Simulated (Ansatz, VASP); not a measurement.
## KBeBr in VASP and in Ansatz

The input INCAR:

```
PREC = Accurate ; ENCUT = 600
EDIFF = 1E-6 ; ISMEAR = 0
SIGMA = 0.1 ; LREAL = F
LASPH = T ; NELM = 100
ALGO = Normal ; ISIF = 3
LWAVE = F ; LCHARG = F
GGA = PE ; IBRION = 2
NSW = 90 ; EDIFFG = -0.04
```

KPOINTS

```
regular mesh
0
Gamma
  4 4 4
```

Contents of POSCAR:

```
KBeBr
1.0
    4.7054698000      0.0000000000      0.0000000000
    0.0000000000      4.7054698000      0.0000000000
    0.0000000000      0.0000000000      6.6545392000
K Be Br
2 2 2
Direct
    0.5000000000      0.5000000000      0.5000000000
    0.0000000000      0.0000000000      0.5000000000
    0.0000000000      0.0000000000      0.0000000000
    0.5000000000      0.5000000000      0.0000000000
    0.5000000000      0.0000000000      0.7500000000
    0.0000000000      0.5000000000      0.2500000000
```

Input for Ansatz:

```yaml
crystal:
  lattice:
    - [4.7054698, 0.0, 0.0]
    - [0.0, 4.7054698, 0.0]
    - [0.0, 0.0, 6.6545392]
  atoms:
    - { symbol: K, position: [0.5, 0.5, 0.5] }
    - { symbol: K, position: [0.0, 0.0, 0.5] }
    - { symbol: Be, position: [0.0, 0.0, 0.0] }
    - { symbol: Be, position: [0.5, 0.5, 0.0] }
    - { symbol: Br, position: [0.5, 0.0, 0.75] }
    - { symbol: Br, position: [0.0, 0.5, 0.25] }
basis:
  ecutwfc: 420
kpoints:
  mp_grid: { grid: [4, 4, 4] }
hamiltonian:
  xc: pbe
scf:
  occupations: { method: gaussian, width: 0.1 }
  lower_state_search: "off"
output:
  forces: true
  stress: true
  eigenvalues: true
relax:
  adjacent_minimum: "off"
  f_tol: 0.04
  max_steps: 70
  cell: { stress_tol: 0.4 }
```

Alike in both runs: task relaxation of cell and atoms; functional PBE; k mesh 4 × 4 × 4; occupations gaussian, width 0.1 eV; no spin polarisation.

```csv
,VASP,Ansatz
version,VASP 6.6.1,Ansatz 0.2.0
potentials or method,"VASP PAW PBE potentials, release 64 (K_sv, Be, Br), cutoff 600 eV","scalar-relativistic, plane waves, PAW"
valence electrons in the cell,36,36
```

```csv
,VASP,Ansatz,Ansatz less VASP
"gap on the k mesh at the Fermi level, each at its own relaxed structure (eV)",1.54,1.61,+0.076
relaxed volume (Å³/atom),46.79,47.87,+1.079
relaxed length of the cell vector where the two differ most in proportion (Å),7.814,7.890,+0.0761
```

Noted on VASP's run: the volume moved by over 15 % at a fixed basis, so the end points are rough.
